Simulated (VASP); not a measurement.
# LiMg12 (a cell with a defect) in VASP: notebook

Runs on LiMg12 (a cell with a defect). Level: PBEsol. Tasks: single point.

Everything below comes from runs of VASP 6.6.1. Logs are shortened: lines on timing, memory, paths and dates and some standing lists are left out, and cuts for length are marked.

### Step 1. The cell of the first run

The cell holds a defect, 13 atoms: a = 6.420 Å, b = 9.630 Å, c = 5.213 Å, α = 90.00°, β = 90.00°, γ = 120.00°.

### Step 2. Single point, PBEsol

File INCAR:

```
PREC = Accurate ; ENCUT = 520
EDIFF = 1E-6 ; ISMEAR = -1
SIGMA = 0.1 ; LREAL = F
LASPH = T ; NELM = 60
ALGO = Normal ; ISIF = 2
LWAVE = F ; LCHARG = F
GGA = PS ; NBANDS = 26
```

File KPOINTS:

```
Automatic mesh
0
Gamma
  3 2 3
```

File POSCAR:

```
LiMg12
1.0
    6.4200000000      0.0000000000      0.0000000000
   -4.8150000000      8.3398250000      0.0000000000
    0.0000000000      0.0000000000      5.2130400000
Mg Li
12 1
Direct
   -0.0986616471     -0.0021823000      0.0289082762
    0.1718315386      0.2690464128      0.4074589875
    0.0036490583      0.3433285471     -0.0998649540
    0.2570866419      0.6143294374      0.4624748707
    0.0018871643      0.6456730207      0.0617106333
    0.1538679660      0.9289163741      0.5869128186
    0.4458947061     -0.0254321883      0.0240550619
    0.5770823491      0.1920184177      0.4979819836
    0.5168096312      0.3278126340     -0.0163628133
    0.6744000245      0.5069051209      0.5135007596
    0.5753063700      0.7172932286     -0.0928057333
    0.6612302043      0.9192519028      0.5126950877
    0.7537759293      0.7468621944      0.3417199945
```

Potentials or basis: VASP PAW PBE potentials, release 64 (Mg, Li_sv).

The run is started by

```bash
> cat potpaw_PBE.64/Mg/POTCAR potpaw_PBE.64/Li_sv/POTCAR > POTCAR
> mpirun -np 1 vasp_std > vasp.out
```

OUTCAR:

```text
PREC = Accurate
   ENCUT = 520
   EDIFF = 1E-6
   ISMEAR = -1
   LREAL = F
   LASPH = T
   NELM = 60
   ISIF = 2
   GGA = PS

 ion  position               nearest neighbor table
   1  0.901  0.998  0.029-  11 2.54  13 2.67   7 2.82  12 2.85  12 3.00   2 3.03   6 3.07   3 3.13
                             6 3.55   7 3.61   9 3.63
   2  0.172  0.269  0.407-  10 2.93   9 2.98   3 3.01   1 3.03   3 3.07   8 3.08   4 3.10   6 3.35
                            12 3.37   8 3.54   9 3.60
   3  0.004  0.343  0.900-   2 3.01   5 3.04   2 3.07   9 3.08   1 3.13   8 3.17   4 3.23   9 3.40
                             7 3.62  11 3.64
   4  0.257  0.614  0.462-   5 2.76  12 2.79  13 2.85  11 2.92   2 3.10   3 3.23  10 3.33  10 3.36
                            11 3.39   6 3.47   5 3.61
   5  0.002  0.646  0.062-  13 2.68   4 2.76  10 2.99   7 3.03   3 3.04   9 3.11  11 3.24  10 3.40
                             6 3.44  11 3.48   4 3.61   6 3.64
   6  0.154  0.929  0.587-  13 2.61   8 2.67   7 2.84   1 3.07  12 3.14  12 3.33   2 3.35   7 3.39
                             5 3.44   4 3.47   1 3.55  11 3.63   5 3.64
   7  0.446  0.975  0.024-   1 2.82   6 2.84   5 3.03  11 3.04  12 3.07   8 3.07  12 3.17   9 3.21
                             8 3.29   6 3.39   1 3.61   3 3.62
   8  0.577  0.192  0.498-   6 2.67  10 2.77  12 2.94   9 2.96   7 3.07   2 3.08   9 3.09   3 3.17
                             7 3.29   2 3.54
   9  0.517  0.328  0.984-  10 2.87   8 2.96   2 2.98   3 3.08   8 3.09   5 3.11  10 3.14   7 3.21
                             3 3.40  11 3.60   2 3.60   1 3.63
  10  0.674  0.507  0.514-  13 2.29   8 2.77   9 2.87   2 2.93   5 2.99   9 3.14  11 3.16   4 3.33
                             4 3.36   5 3.40
  11  0.575  0.717  0.907-  13 2.49   1 2.54  12 2.69   4 2.92   7 3.04  13 3.12  10 3.16   5 3.24
                             4 3.39   5 3.48   9 3.60  12 3.60   6 3.63   3 3.64
  12  0.661  0.919  0.513-  13 2.21  11 2.69   4 2.79   1 2.85   8 2.94   1 3.00   7 3.07   6 3.14
                             7 3.17   6 3.33   2 3.37  11 3.60
  13  0.754  0.747  0.342-  12 2.21  10 2.29  11 2.49   6 2.61   1 2.67   5 2.68   4 2.85  11 3.12

  LATTYP: Found a simple monoclinic cell.
 ALAT       =     6.4200000000
 B/A-ratio  =     0.8120000000
 C/A-ratio  =     1.3228757108
 COS(beta)  =    -0.1889822286

  Lattice vectors:

 A1 = (   6.4200000000,   0.0000000000,   0.0000000000)
 A2 = (   0.0000000000,   0.0000000000,   5.2130400000)
 A3 = (  -1.6050000000,  -8.3398250000,   0.0000000000)

Analysis of symmetry for initial positions (statically):
=====================================================================
 Subroutine PRICEL returns:
 Original cell was already a primitive cell.

 Routine SETGRP: Setting up the symmetry group for a
 simple monoclinic supercell.
[... 161 lines left out ...]
   EFERMI_NEDOS =   21; number of points for ismear=-14 and -15
   IALGO  =     38    algorithm
   IMIX   =      4    mixing-type and parameters
     AMIX     =   0.40;   BMIX     =  1.00
     AMIX_MAG =   1.60;   BMIX_MAG =  1.00
  volume/ion in A,a.u.               =      21.47       144.89
  Fermi-wavevector in a.u.,A,eV,Ry     =   0.751511  1.420149  7.684136  0.564768
  Thomas-Fermi vector in A             =   1.848508
   LORBIT       =      0    0 simple, 1 ext, 2 COOP (PROOUT), +10 PAW based schemes
   GGA     = PS    functional components
   LHFCALC =     F    Hartree Fock is set to
   AEXX    =    0.0000 exact exchange contribution
   IVDW    =     0    specifies the selected vdW correction
   LEPSILON=     F    determine dielectric tensor
   LRPA    =     F    only Hartree local field effects (RPA)
 non-spin polarized calculation
  energy-cutoff  :      520.00
  volume of cell :      279.11
 maximum number of plane-waves:      7549
   NGX = 23   NGY = 35   NGZ = 19

 number of electron      27.0000000 magnetization

 Free energy of the ion-electron system (eV)
  ---------------------------------------------------
  ext. energy  EPLUGINS =         0.00000000
  ---------------------------------------------------
  free energy    TOTEN  =       -18.90865218 eV

  energy without entropy =      -18.65759747  energy(sigma->0) =      -18.78312482

 E-fermi :   2.6570     XC(G=0):  -8.5889

 val. band max:        2.6550029977   @ k =   0.3333   0.0000   0.3333
 cond. band min:       2.6676148909   @ k =   0.3333   0.0000   0.0000
 fundamental gap:      0.0126118932
 Fermi energy:         2.6569784768

 k-point     1 :       0.0000    0.0000    0.0000
  band No.  band energies     occupation
      1     -43.0669      2.00000
      2      -4.2542      2.00000
      3      -2.3250      2.00000
      4      -1.9982      2.00000
      5      -0.6921      2.00000
      6      -0.4104      2.00000
[... 269 lines left out ...]
     24       6.3961      0.00000
     25       6.6991      0.00000
 [bands above 25 left out]

------------------------ aborting loop because EDIFF is reached ----------------------------------------

  FORCE on cell =-STRESS in cart. coord.  units (eV):
  Direction    XX          YY          ZZ          XY          YZ          ZX
  --------------------------------------------------------------------------------------
  -------------------------------------------------------------------------------------
  Total        4.1049341     12.3253308      8.6102125     -0.3269612     -0.0005720      1.6461112
  in kB       23.5631717     70.7499510     49.4244030     -1.8768251     -0.0032834      9.4490194
  external PRESSURE =      47.9125086 kB  Pullay stress =       0.0000000 kB

 VOLUME and BASIS-vectors are now :
 -----------------------------------------------------------------------------
  energy-cutoff  :      520.00
  volume of cell :      279.11
      direct lattice vectors                 reciprocal lattice vectors
     6.420000000  0.000000000  0.000000000     0.155763240  0.089929945  0.000000000
    -4.815000000  8.339825000  0.000000000     0.000000000  0.119906593  0.000000000
     0.000000000  0.000000000  5.213040000     0.000000000  0.000000000  0.191826650

 POSITION                                       TOTAL-FORCE (eV/Angst)
 -----------------------------------------------------------------------------------
      0.98210      8.32162      0.15070         1.336670      1.681329      0.014151
     -0.19230      2.24380      2.12410        -0.212511     -0.407359      0.322124
     -1.62970      2.86330      4.69244        -0.038265      0.006179      0.137030
     -1.30750      5.12340      2.41090        -0.201450     -0.575594      0.182036
     -3.09680      5.38480      0.32170        -0.318069      0.198756     -0.968019
     -3.48490      7.74700      3.05960        -0.348611     -0.850196     -0.255770
     -1.82990      8.12773      0.12540        -0.235379      0.287643      0.324507
      2.78030      1.60140      2.59600         0.931390      0.442402     -0.318662
      1.73950      2.73390      5.12774        -0.445790     -0.140599      0.208570
      1.88890      4.22750      2.67690         0.454892     -0.212729      0.490770
      0.23970      5.98210      4.72924        -0.385284     -2.057750     -0.081549
     -0.18110      7.66640      2.67270        -1.054999      1.801830      0.338324
      1.24310      6.22870      1.78140         0.517406     -0.173911     -0.393511
 -----------------------------------------------------------------------------------
    total drift:                                0.000481      0.000230      0.000596

  FREE ENERGIE OF THE ION-ELECTRON SYSTEM (eV)
  ---------------------------------------------------
  free  energy   TOTEN  =       -18.9086521822 eV

  energy  without entropy=      -18.6575974657  energy(sigma->0) =      -18.78312482
```

OSZICAR:

```text
N       E                     dE             d eps       ncg     rms          rms(c)
DAV:   1     0.406278231989E+02    0.40628E+02   -0.83313E+03   520   0.774E+02
DAV:   2    -0.134601201879E+02   -0.54088E+02   -0.50817E+02   618   0.118E+02
DAV:   3    -0.197399685369E+02   -0.62798E+01   -0.61324E+01   888   0.233E+01
DAV:   4    -0.200709316879E+02   -0.33096E+00   -0.32546E+00   798   0.597E+00
DAV:   5    -0.200760152181E+02   -0.50835E-02   -0.50817E-02   712   0.797E-01    0.375E+00
DAV:   6    -0.189923627680E+02    0.10837E+01   -0.22598E+00   618   0.476E+00    0.171E+00
DAV:   7    -0.189341529063E+02    0.58210E-01   -0.52353E-01   662   0.219E+00    0.904E-01
DAV:   8    -0.189144150678E+02    0.19738E-01   -0.31596E-02   696   0.692E-01    0.400E-01
DAV:   9    -0.189088272371E+02    0.55878E-02   -0.31835E-03   656   0.242E-01    0.551E-02
DAV:  10    -0.189086601558E+02    0.16708E-03   -0.26969E-04   696   0.662E-02    0.181E-02
DAV:  11    -0.189086512296E+02    0.89261E-05   -0.40450E-05   712   0.233E-02    0.541E-03
DAV:  12    -0.189086521822E+02   -0.95252E-06   -0.30723E-06   568   0.749E-03
   1 F= -.18908652E+02 E0= -.18783125E+02  d E =-.251055E+00
```

It took 1.7 min on 1 thread of Intel Xeon Platinum 8375C at 2.90GHz (Ice Lake), shared host; peak memory 0.36 GiB.

What came out:

```yaml
Free_energy: -18.9087 eV
Largest_force: 2.148 eV/Å
Band_gap_on_the_k_mesh: zero (an odd number of electrons rules out a gap without spin polarisation)
```

Forces on the atoms (eV/Å):
```
Mg   1.337  1.681  0.014
Mg  -0.213 -0.407  0.322
Mg  -0.038  0.006  0.137
Mg  -0.201 -0.576  0.182
Mg  -0.318  0.199 -0.968
Mg  -0.349 -0.850 -0.256
Mg  -0.235  0.288  0.325
Mg   0.931  0.442 -0.319
Mg  -0.446 -0.141  0.209
Mg   0.455 -0.213  0.491
Mg  -0.385 -2.058 -0.082
Mg  -1.055  1.802  0.338
Li   0.517 -0.174 -0.394
```

Levels at points of the mesh, in eV from the Fermi level:
```tsv
k point	band 11	band 12	band 13	band 14	band 15	band 16
(0.00, 0.00, 0.00)	-0.53	-0.12	-0.07	0.20	0.61	0.73
(0.00, 0.50, 0.00)	-1.21	-0.99	-0.74	-0.30	-0.05	1.44
```

Caveat: the k points lie up to 0.40 Å⁻¹ apart, too coarse for converged energies and pressures of a metal; the cutoff is under 1.25 times the usual one of these potentials, so pressure, stress and relaxed cells hold a basis-set (Pulay) error; the PAW data sets were made with another functional, which shifts forces and pressure a little.

### Step 3. Single point, PBEsol

File INCAR:

```
ALGO = Normal
EDIFF = 1E-6
ENCUT = 520
GGA = PS
ISIF = 2
ISMEAR = -1
LASPH = True
LCHARG = False
LREAL = False
LWAVE = False
NBANDS = 26
NELM = 100
PREC = Accurate
SIGMA = 0.1
```

File KPOINTS:

```
k-points
0
Gamma
  3 2 3
```

File POSCAR:

```
LiMg12
1.0
    6.4200000000      0.0000000000      0.0000000000
   -4.8150000000      8.3398250000      0.0000000000
    0.0000000000      0.0000000000      5.2130400000
Mg Li
12 1
Direct
   -0.0024792561      0.0470993096      0.0003069226
    0.1535402416      0.2681471134      0.4402037966
   -0.0409880427      0.3268653719     -0.0427773430
    0.2185154749      0.5938254100      0.4583122324
   -0.0038073940      0.6485267976     -0.0216955941
    0.1474624800      0.8824525694      0.5554724307
    0.4609001549      0.0146166137      0.0752344122
    0.6915020055      0.2160836708      0.5040628884
    0.4301777038      0.3331964400     -0.0504120436
    0.7365588499      0.5063775319      0.5192171938
    0.4821747766      0.6338862026     -0.0974095729
    0.6743794294      0.9534612537      0.5603448276
    0.7271993153      0.7903882875      0.2920177094
```

Potentials or basis: VASP PAW PBE potentials, release 64 (Mg, Li_sv).

The run is started by

```bash
> cat potpaw_PBE.64/Mg/POTCAR potpaw_PBE.64/Li_sv/POTCAR > POTCAR
> mpirun -np 1 vasp_std > vasp.out
```

Wall time 90 s (1 thread of Intel Xeon Platinum 8375C at 2.90GHz (Ice Lake), shared host); peak memory 0.36 GiB.

The run converged. Its results:

* Free energy: -19.4066 eV
* Largest force: 1.504 eV/Å
* Band gap on the k mesh: zero (an odd number of electrons rules out a gap without spin polarisation)

Forces on the atoms (eV/Å):
```
Mg   0.039 -0.774  0.036
Mg   0.906 -0.207  0.372
Mg  -0.338  0.491  0.234
Mg   0.203  0.093 -0.488
Mg  -0.132  0.346  0.589
Mg  -0.121  0.391 -0.106
Mg   0.164 -0.406 -0.531
Mg  -1.361  0.598 -0.234
Mg   1.076 -0.127  0.337
Mg  -1.021  0.663 -0.656
Mg  -0.135  0.617 -0.157
Mg  -0.036 -0.625  1.002
Li   0.758 -1.059 -0.397
```

Levels at points of the mesh, in eV from the Fermi level:
| k point | band 12 | band 13 | band 14 | band 15 | band 16 | band 17 |
| --- | --- | --- | --- | --- | --- | --- |
| (0.00, 0.00, 0.00) | -0.16 | 0.05 | 0.20 | 0.61 | 0.75 | 1.29 |
| (0.00, 0.50, 0.00) | -0.91 | -0.81 | -0.39 | -0.04 | 1.56 | 1.78 |

Caveat: the k points lie up to 0.40 Å⁻¹ apart, too coarse for converged energies and pressures of a metal; the cutoff is under 1.25 times the usual one of these potentials, so pressure, stress and relaxed cells hold a basis-set (Pulay) error; the PAW data sets were made with another functional, which shifts forces and pressure a little.

The gap in the log of VASP goes by the Fermi energy; the results here count the filled bands.